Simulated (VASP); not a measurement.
# MnSe (Fm-3m) in VASP: further runs

The runs below take MnSe through relaxation of cell and atoms, with LDA.

All numbers are computed with VASP 6.6.1; they aren't measurements. Logs are shortened: lines on timing, memory, paths and dates and some standing lists are left out, and cuts for length are marked.

## (1) The cell of the first run

Symmetry: Fm-3m, No. 225, cubic system. Conventional cell: a = 5.106 Å, b = 5.106 Å, c = 5.106 Å, α = 90.00°, β = 90.00°, γ = 90.00°. Mn (site symmetry m-3m) has 6 Se at 2.55 Å within 3.4 Å. Within 3.4 Å of Se (site symmetry m-3m) lie 6 Mn at 2.55 Å.

## (2) Relaxation of cell and atoms, LDA, collinear spin, ferromagnetic start

INCAR

```
PREC = Accurate ; ENCUT = 600
EDIFF = 1E-6 ; ISMEAR = 0
SIGMA = 0.2 ; LREAL = False
LASPH = True ; NELM = 150
ALGO = Normal ; ISIF = 3
LWAVE = False ; LCHARG = False
ISPIN = 2 ; MAGMOM = 3.92 0
LORBIT = 11 ; LMAXMIX = 4
IBRION = 2 ; NSW = 80
EDIFFG = -0.001
```

KPOINTS

```
Automatic mesh
0
Gamma
  14 14 14
```

POSCAR

```
MnSe
1.0
    0.0000000000      2.5530478972      2.5530478972
    2.5530478972      0.0000000000      2.5530478972
    2.5530478972      2.5530478972      0.0000000000
Mn Se
1 1
Direct
    0.0000000000      0.0000000000      0.0000000000
    0.5000000000      0.5000000000      0.5000000000
```

Potentials or basis: VASP PAW LDA potentials, release 64 (Mn_pv, Se).

On the command line:

```bash
> cat potpaw_LDA.64/Mn_pv/POTCAR potpaw_LDA.64/Se/POTCAR > POTCAR
> mpirun -np 1 vasp_std > vasp.out
```

OUTCAR:

```text
PREC = Accurate
   ENCUT = 600
   EDIFF = 1E-6
   ISMEAR = 0
   LREAL = False
   LASPH = True
   NELM = 150
   ISIF = 3
   ISPIN = 2
   LORBIT = 11
   IBRION = 2
   NSW = 80
   EDIFFG = -0.001

 ion  position               nearest neighbor table
   1  0.000  0.000  0.000-   2 2.55   2 2.55   2 2.55   2 2.55   2 2.55   2 2.55
   2  0.500  0.500  0.500-   1 2.55   1 2.55   1 2.55   1 2.55   1 2.55   1 2.55

  LATTYP: Found a face centered cubic cell.
 ALAT       =     5.1060957944

  Lattice vectors:

 A1 = (   0.0000000000,   2.5530478972,   2.5530478972)
 A2 = (   2.5530478972,   0.0000000000,   2.5530478972)
 A3 = (   2.5530478972,   2.5530478972,   0.0000000000)

Analysis of symmetry for initial positions (statically):
=====================================================================
 Subroutine PRICEL returns:
 Original cell was already a primitive cell.

 Routine SETGRP: Setting up the symmetry group for a
 face centered cubic supercell.

 Subroutine GETGRP returns: Found 48 space group operations
 (whereof 48 operations were pure point group operations)
 out of a pool of 48 trial point group operations.

The static configuration has the point symmetry O_h .

Analysis of symmetry for dynamics (positions and initial velocities):
=====================================================================
 Subroutine PRICEL returns:
 Original cell was already a primitive cell.

 Routine SETGRP: Setting up the symmetry group for a
 face centered cubic supercell.

 Subroutine GETGRP returns: Found 48 space group operations
 (whereof 48 operations were pure point group operations)
 out of a pool of 48 trial point group operations.

The dynamic configuration has the point symmetry O_h .

Analysis of structural, dynamic, and magnetic symmetry:
=====================================================================
 Subroutine PRICEL returns:
 Original cell was already a primitive cell.

 Routine SETGRP: Setting up the symmetry group for a
 face centered cubic supercell.

 Subroutine GETGRP returns: Found 48 space group operations
 (whereof 48 operations were pure point group operations)
 out of a pool of 48 trial point group operations.

The overall configuration has the point symmetry O_h .

 Subroutine INISYM returns: Found 48 space group operations
 (whereof 48 operations are pure point group operations),
 and found     1 'primitive' translations

----------------------------------------------------------------------------------------

                                     Primitive cell

  volume of cell :      33.2818

  direct lattice vectors                    reciprocal lattice vectors
     0.000000000  2.553047897  2.553047897    -0.195844348  0.195844348  0.195844348
     2.553047897  0.000000000  2.553047897     0.195844348 -0.195844348  0.195844348
     2.553047897  2.553047897  0.000000000     0.195844348  0.195844348 -0.195844348

  length of vectors
     3.610554962  3.610554962  3.610554962     0.339212361  0.339212361  0.339212361

  position of ions in fractional coordinates (direct lattice)
     0.000000000  0.000000000  0.000000000
     0.500000000  0.500000000  0.500000000

  ion indices of the primitive-cell ions
   primitive index   ion index
                 1           1
                 2           2

----------------------------------------------------------------------------------------

 KPOINTS: Automatic mesh

Automatic generation of k-mesh.
 Grid dimensions read from file:
 generate k-points for:   14   14   14

 Generating k-lattice:

  Cartesian coordinates                     Fractional coordinates (reciprocal lattice)
    -0.013988882  0.013988882  0.013988882     0.071428571  0.000000000  0.000000000
     0.013988882 -0.013988882  0.013988882     0.000000000  0.071428571  0.000000000
     0.013988882  0.013988882 -0.013988882     0.000000000  0.000000000  0.071428571

  Length of vectors
     0.024229454  0.024229454  0.024229454

  Shift w.r.t. Gamma in fractional coordinates (k-lattice)
     0.000000000  0.000000000  0.000000000

 Subroutine IBZKPT returns following result:
 ===========================================

 Found    104 irreducible k-points:

 Following reciprocal coordinates:
            Coordinates               Weight
  0.000000  0.000000  0.000000      1.000000
  0.071429  0.000000  0.000000      8.000000
  0.142857  0.000000  0.000000      8.000000
  0.214286  0.000000  0.000000      8.000000
  0.285714  0.000000  0.000000      8.000000
  0.357143  0.000000  0.000000      8.000000
[... 16 lines left out ...]
  0.214286  0.142857  0.000000     24.000000
  0.285714  0.142857  0.000000     24.000000
 [... further k-points ...]
   k-points           NKPTS =    104   k-points in BZ     NKDIM =    104   number of bands    NBANDS=     15
   number of dos      NEDOS =    301   number of ions     NIONS =      2
   total plane-waves  NPLWV =  27000
   dimension x,y,z NGX =    30 NGY =   30 NGZ =   30
   dimension x,y,z NGXF=    60 NGYF=   60 NGZF=   60
   ions per type =               1   1
   NGX,Y,Z   is equivalent  to a cutoff of  13.81, 13.81, 13.81 a.u.
   NGXF,Y,Z  is equivalent  to a cutoff of  27.63, 27.63, 27.63 a.u.
 SYSTEM =  unknown system
   PREC   = accura    normal or accurate (medium, high low for compatibility)
   ISTART =      0    job   : 0-new  1-cont  2-samecut
   ICHARG =      2    charge: 1-file 2-atom 10-const
   ISPIN  =      2    spin polarized calculation?
   LNONCOLLINEAR =      F non collinear calculations
   LSORBIT =      F    spin-orbit coupling
   LASPH  =      T    aspherical Exc in radial PAW
   ENCUT  =  600.0 eV  44.10 Ry    6.64 a.u.   7.21  7.21  7.21*2*pi/ulx,y,z
   NELM   =    150;   NELMIN=  2; NELMDL= -5     # of ELM steps
   EDIFF  = 0.1E-05   stopping-criterion for ELM
   LREAL  =      F    real-space projection
   EDIFFG = -.1E-02   stopping-criterion for IOM
   NSW    =     80    number of steps for IOM
   IBRION =      2    ionic relax: 0-MD 1-quasi-New 2-CG
   NFREE  =      1    steps in history (QN), initial steepest desc. (CG)
   ISIF   =      3    stress and relaxation
   ISYM   =      2    0-nonsym 1-usesym 2-fastsym
   POTIM  = 0.5000    time-step for ionic-motion
   TEBEG  =    0.0;   TEEND  =   0.0 temperature during run
   PSTRESS=    0.0 pullay stress
   NELECT =      19.0000    total number of electrons
   NUPDOWN=      -1.0000    fix difference up-down
   EMIN   =  10.00;   EMAX   =-10.00  energy-range for DOS
   EFERMI =   0.00;   METHOD = LEGACY
   ISMEAR =     0;   SIGMA  =   0.20  broadening in eV -4-tet -1-fermi 0-gaus
   EFERMI_NEDOS =   21; number of points for ismear=-14 and -15
   IALGO  =     38    algorithm
   IMIX   =      4    mixing-type and parameters
     AMIX     =   0.40;   BMIX     =  1.00
     AMIX_MAG =   1.60;   BMIX_MAG =  1.00
  volume/ion in A,a.u.               =      16.64       112.30
  Fermi-wavevector in a.u.,A,eV,Ry     =   1.358075  2.566390 25.094144  1.844368
  Thomas-Fermi vector in A             =   2.484939
   LORBIT       =     11    0 simple, 1 ext, 2 COOP (PROOUT), +10 PAW based schemes
   GGA     = CA    functional components
   LHFCALC =     F    Hartree Fock is set to
   AEXX    =    0.0000 exact exchange contribution
   IVDW    =     0    specifies the selected vdW correction
   LEPSILON=     F    determine dielectric tensor
   LRPA    =     F    only Hartree local field effects (RPA)
 conjugate gradient relaxation of ions
 spin polarized calculation
 Gauss-broadening in eV      SIGMA  =   0.20
  energy-cutoff  :      600.00
  volume of cell :       33.28
 maximum number of plane-waves:      1139
 NGX is ok and might be reduce to    30
   NGX = 15   NGY = 15   NGZ = 15

--------------------------------------- Ionic step        1  -------------------------------------------

 number of electron      19.0000002 magnetization       3.8534998

 Free energy of the ion-electron system (eV)
  ---------------------------------------------------
  ext. energy  EPLUGINS =         0.00000000
  ---------------------------------------------------
  free energy    TOTEN  =       -14.35153185 eV

  energy without entropy =      -14.32020066  energy(sigma->0) =      -14.33586625

------------------------ aborting loop because EDIFF is reached ----------------------------------------

  FORCE on cell =-STRESS in cart. coord.  units (eV):
  Direction    XX          YY          ZZ          XY          YZ          ZX
  --------------------------------------------------------------------------------------
  -------------------------------------------------------------------------------------
  Total       -0.1253331     -0.1253331     -0.1253331     -0.0000000     -0.0000000      0.0000000
  in kB       -6.0335005     -6.0335005     -6.0335005     -0.0000000     -0.0000000      0.0000000
  external PRESSURE =      -6.0335005 kB  Pullay stress =       0.0000000 kB
[... 57 lines left out ...]
  energy  without entropy=      -14.3204101839  energy(sigma->0) =      -14.33622774

--------------------------------------- Ionic step        3  -------------------------------------------

 number of electron      18.9999998 magnetization       3.8250147

 Free energy of the ion-electron system (eV)
  ---------------------------------------------------
  ext. energy  EPLUGINS =         0.00000000
  ---------------------------------------------------
  free energy    TOTEN  =       -14.35205380 eV

  energy without entropy =      -14.32045299  energy(sigma->0) =      -14.33625340

 E-fermi :   7.6227     XC(G=0): -11.6311

 val. band max:        7.6223696500   @ k =  -0.2143   0.0714   0.0000
 cond. band min:       7.6286107477   @ k =  -0.4286   0.1429   0.0000
 fundamental gap:      0.0062410977
 Fermi energy:         7.6227288280

 spin component 1

 k-point     1 :       0.0000    0.0000    0.0000
  band No.  band energies     occupation
      1     -41.9258      1.00000
      2     -41.9258      1.00000
      3     -41.9258      1.00000
      4      -8.1604      1.00000
      5       4.6417      1.00000
      6       4.6417      1.00000
      7       4.6417      1.00000
      8       4.7466      1.00000
      9       4.7466      1.00000
     10       6.1729      1.00000
     11       6.1729      1.00000
     12       6.1729      1.00000
     13      10.4136      0.00000
     14      16.8060      0.00000
     15      16.8060      0.00000
[... 399 lines left out ...]
      1     -41.9323      1.00000
      2     -41.9276      1.00000
      3     -41.9273      1.00000
      4      -7.3429      1.00000
      5       1.9810      1.00000
      6       3.3702      1.00000
      7       3.6570      1.00000
      8       4.7143      1.00000
      9       5.0679      1.00000
     10       5.7519      1.00000
     11       6.8282      1.00000
     12       7.6953      0.30387
     13      13.0034      0.00000
     14      13.6079      0.00000
     15      14.9585      0.00000

 [... further k-points ...]

 spin component 2

 k-point     1 :       0.0000    0.0000    0.0000
  band No.  band energies     occupation
      1     -38.5094      1.00000
      2     -38.5094      1.00000
      3     -38.5094      1.00000
      4      -7.9341      1.00000
      5       6.3715      1.00000
      6       6.3715      1.00000
      7       6.3715      1.00000
      8       7.2296      0.99728
      9       7.2296      0.99728
     10       7.2296      0.99728
     11       7.3927      0.94806
     12       7.3927      0.94806
     13      11.0142      0.00000
     14      17.5768      0.00000
     15      17.8004      0.00000
[... 443 lines left out ...]
  FREE ENERGIE OF THE ION-ELECTRON SYSTEM (eV)
  ---------------------------------------------------
  free  energy   TOTEN  =       -14.3520538028 eV

  energy  without entropy=      -14.3204529928  energy(sigma->0) =      -14.33625340

 reached required accuracy - stopping structural energy minimisation

 total charge

# of ion       s       p       d       tot
------------------------------------------
    1        0.261   6.211   5.105  11.577
    2        1.452   2.412   0.070   3.935
--------------------------------------------------
tot          1.713   8.624   5.175  15.512

 magnetization (x)

# of ion       s       p       d       tot
------------------------------------------
    1        0.052   0.037   3.446   3.535
    2        0.023   0.014   0.019   0.056
--------------------------------------------------
tot          0.075   0.051   3.465   3.591
```

It took 3.3 min on 1 thread of Intel Xeon Platinum 8375C at 2.90GHz (Ice Lake), shared host; peak memory 0.24 GiB.

Results:

- Free energy: -14.3521 eV
- Relaxed volume: 16.50 Å³/atom
- Relaxed cell: a = 3.601 Å, b = 3.601 Å, c = 3.601 Å, α = 60.00°, β = 60.00°, γ = 60.00°
- Space group after relaxing (to 0.1 Å): Fm-3m (No. 225)
- Energy gained by relaxing: 0.3 meV/atom
- Ionic steps: 3
- Pressure after relaxing: 0.0 GPa
- Net moment: 3.83 μB per cell
- Site moments: Mn +3.54; Se +0.06 μB
- Valence electrons inside the program's atomic spheres: Mn 11.58; Se 3.94

The path:
| step | energy change (eV) | largest force (eV/Å) | pressure (GPa) | volume (Å³) |
| --- | --- | --- | --- | --- |
| 1 | 0.0000 | 0.0000 | -0.60 | 33.28 |
| 2 | -0.0005 | 0.0000 | 0.06 | 32.98 |
| 3 | -0.0005 | 0.0000 | 0.00 | 33.01 |

Final structure:
```cif
data_structure
_symmetry_space_group_name_H-M 'P 1'
_symmetry_Int_Tables_number 1
_cell_length_a 3.6006
_cell_length_b 3.6006
_cell_length_c 3.6006
_cell_angle_alpha 60.000
_cell_angle_beta 60.000
_cell_angle_gamma 60.000
_cell_volume 33.01
loop_
_atom_site_label
_atom_site_type_symbol
_atom_site_fract_x
_atom_site_fract_y
_atom_site_fract_z
_atom_site_occupancy
Mn1 Mn 0.00000 0.00000 0.00000 1
Se1 Se 0.50000 0.50000 0.50000 1
```

Levels at points of the mesh, in eV from the Fermi level:
Spin up:
| k point | band 9 | band 10 | band 11 | band 12 | band 13 | band 14 | band 15 |
| --- | --- | --- | --- | --- | --- | --- | --- |
| (0.00, 0.00, 0.00) | -2.88 | -1.45 | -1.45 | -1.45 | 2.79 | 9.18 | 9.18 |
| (0.50, 0.00, 0.00) | -2.29 | -1.88 | 1.54 | 1.54 | 2.87 | 5.52 | 5.52 |
| (0.50, 0.50, 0.00) | -2.55 | -2.09 | -2.09 | -1.53 | 1.08 | 5.68 | 12.35 |
Spin down:
| k point | band 5 | band 6 | band 7 | band 8 | band 9 | band 10 | band 11 | band 12 |
| --- | --- | --- | --- | --- | --- | --- | --- | --- |
| (0.00, 0.00, 0.00) | -1.25 | -1.25 | -1.25 | -0.39 | -0.39 | -0.39 | -0.23 | -0.23 |
| (0.50, 0.00, 0.00) | -7.36 | -3.76 | -3.76 | 0.69 | 0.69 | 0.96 | 3.24 | 3.56 |
| (0.50, 0.50, 0.00) | -6.36 | -3.36 | -3.36 | -1.67 | 0.25 | 0.99 | 0.99 | 1.19 |

Caveat: a cell with one magnetic atom can't hold antiferromagnetic order, which such compounds often take; semilocal functionals often make such compounds metallic where correlation or magnetic order opens a gap, which also shifts bond lengths. LDA usually gives volumes a few per cent too small.

## (3) Relaxation of cell and atoms, LDA, collinear spin, ferromagnetic start

This run uses another cell than the first one, of 17.25 Å³/atom.

INCAR

```
SYSTEM = MnSe
PREC = Accurate
ENCUT = 600
EDIFF = 1E-6
ISMEAR = 0
SIGMA = 0.1
LREAL = .FALSE.
LASPH = .TRUE.
NELM = 150
ALGO = Normal
ISIF = 3
LWAVE = .FALSE.
LCHARG = .FALSE.
ISPIN = 2
MAGMOM = 4.22 0.11
LORBIT = 11
LMAXMIX = 4
IBRION = 2
NSW = 100
EDIFFG = -0.005
```

KPOINTS

```
regular mesh
0
G
  14 14 14
  0 0 0
```

POSCAR

```
MnSe
1.0
    0.0000000000      2.5837721499      2.5837721499
    2.5837721499      0.0000000000      2.5837721499
    2.5837721499      2.5837721499      0.0000000000
Mn Se
1 1
Direct
    0.0000000000      0.0000000000      0.0000000000
    0.5000000000      0.5000000000      0.5000000000
```

Potentials or basis: VASP PAW LDA potentials, release 64 (Mn_pv, Se).

On the command line:

```bash
> cat potpaw_LDA.64/Mn_pv/POTCAR potpaw_LDA.64/Se/POTCAR > POTCAR
> mpirun -np 1 vasp_std > vasp.out
```

It took 5.2 min on 1 thread of Intel Xeon Platinum 8375C at 2.90GHz (Ice Lake), shared host; peak memory 0.25 GiB.

Results (log left out):

| Property | Result |
| --- | --- |
| Free energy | -14.3408 eV |
| Relaxed volume | 16.53 Å³/atom |
| Relaxed cell | a = 3.602 Å, b = 3.602 Å, c = 3.602 Å, α = 60.00°, β = 60.00°, γ = 60.00° |
| Space group after relaxing (to 0.1 Å) | Fm-3m (No. 225) |
| Energy gained by relaxing | 7.8 meV/atom |
| Ionic steps | 5 |
| Pressure after relaxing | 0.0 GPa |
| Net moment | 3.85 μB per cell |
| Site moments | Mn +3.55; Se +0.06 μB |
| Valence electrons inside the program's atomic spheres | Mn 11.57; Se 3.94 |

The path:
```tsv
step	energy change (eV)	largest force (eV/Å)	pressure (GPa)	volume (Å³)
1	0.0000	0.0000	-3.18	34.50
2	-0.0152	0.0000	0.50	32.82
3	-0.0156	0.0000	0.10	33.01
4	-0.0156	0.0000	-0.07	33.06
5	-0.0156	0.0000	0.03	33.06
```

Final structure:
```cif
data_structure
_symmetry_space_group_name_H-M 'P 1'
_symmetry_Int_Tables_number 1
_cell_length_a 3.6024
_cell_length_b 3.6024
_cell_length_c 3.6024
_cell_angle_alpha 60.000
_cell_angle_beta 60.000
_cell_angle_gamma 60.000
_cell_volume 33.06
loop_
_atom_site_label
_atom_site_type_symbol
_atom_site_fract_x
_atom_site_fract_y
_atom_site_fract_z
_atom_site_occupancy
Mn1 Mn 0.00000 0.00000 0.00000 1
Se1 Se 0.50000 0.50000 0.50000 1
```

Levels at points of the mesh, in eV from the Fermi level:
Spin up:
```
           k point  band 8  band 9  band 10  band 11  band 12  band 13  band 14  band 15
(0.00, 0.00, 0.00)   -2.89   -2.89    -1.45    -1.45    -1.45     2.77     9.17     9.17
(0.50, 0.00, 0.00)   -2.30   -2.30    -1.90     1.53     1.53     2.87     5.52     5.52
(0.50, 0.50, 0.00)   -3.64   -2.56    -2.10    -2.10    -1.54     1.07     5.67    12.34
```
Spin down:
```
           k point  band 4  band 5  band 6  band 7  band 8  band 9  band 10  band 11  band 12  band 13
(0.00, 0.00, 0.00)  -15.54   -1.25   -1.25   -1.25   -0.39   -0.39    -0.39    -0.22    -0.22     3.38
(0.50, 0.00, 0.00)  -13.91   -7.35   -3.75   -3.75    0.69    0.69     0.96     3.24     3.56     3.56
(0.50, 0.50, 0.00)  -13.72   -6.35   -3.35   -3.35   -1.66    0.25     0.99     0.99     1.19     2.23
```

Caveat: a cell with one magnetic atom can't hold antiferromagnetic order, which such compounds often take; semilocal functionals often make such compounds metallic where correlation or magnetic order opens a gap, which also shifts bond lengths. Zero-point motion and thermal expansion aren't in these numbers.
